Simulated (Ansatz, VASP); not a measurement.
**CaO: VASP beside Ansatz**

The input INCAR:

```
SYSTEM = CaO
PREC = Accurate
ENCUT = 600
EDIFF = 1E-6
ISMEAR = -5
SIGMA = 0.05
LREAL = .FALSE.
LASPH = .TRUE.
NELM = 120
ALGO = Normal
ISIF = 2
LWAVE = .FALSE.
LCHARG = .TRUE.
GGA = PS
IVDW = 12
LELF = .TRUE.
LVHAR = .TRUE.
NBANDS = 15
GGA_COMPAT = .FALSE.
```

File KPOINTS:

```
regular mesh
0
G
  10 10 10
  0 0 0
```

Contents of POSCAR:

```
CaO
1.0
    0.0000000000      2.4035556950      2.4035556950
    2.4035556950      0.0000000000      2.4035556950
    2.4035556950      2.4035556950      0.0000000000
Ca O
1 1
Direct
    0.0000000000      0.0000000000      0.0000000000
    0.5000000000      0.5000000000      0.5000000000
```

File input.yaml:

```yaml
crystal:
  lattice: { a: 4.80711139, b: 4.80711139, c: 4.80711139, alpha: 90.0, beta: 90.0, gamma: 90.0 }
  space_group: 225
  reduce_to_primitive: true
  atoms:
    - { symbol: Ca, wyckoff: "4a", position: [0.0, 0.0, 0.0] }
    - { symbol: O, wyckoff: "4b", position: [0.5, 0.0, 0.0] }
hamiltonian:
  xc: pbesol
  pseudopotentials: { kind: paw, level: accurate }
  dispersion: d3bj
kpoints:
  mp_grid: { grid: [10, 10, 10] }
scf:
  occupations: { method: tetrahedron }
output:
  forces: true
  stress: true
  bader: true
  populations: intrinsic
```

Alike in both runs: functional PBEsol; dispersion D3(BJ); k mesh 10 × 10 × 10; occupations tetrahedron; no spin polarisation.

|  | VASP | Ansatz |
| --- | --- | --- |
| version | VASP 6.6.1 | Ansatz 0.2.0 |
| potentials or method | VASP PAW PBE potentials, release 64 (Ca_sv, O) | Ansatz PAW earlier set |
| plane-wave cutoff (eV) | 600 | 900 |
| valence electrons in the cell | 16 | 16 |
| task | single point | atomic charges |

VASP gave:

* gap on the k mesh at the Fermi level (eV): 3.54
* least direct gap on the mesh (eV): 3.91
* pressure (GPa): -5.4

Q: Estimate Ansatz's values.

A: gap on the k mesh at the Fermi level (eV): 3.55; least direct gap on the mesh (eV): 3.93; pressure (GPa): -5.9.

VASP's potentials were made for PBE, not for PBEsol.
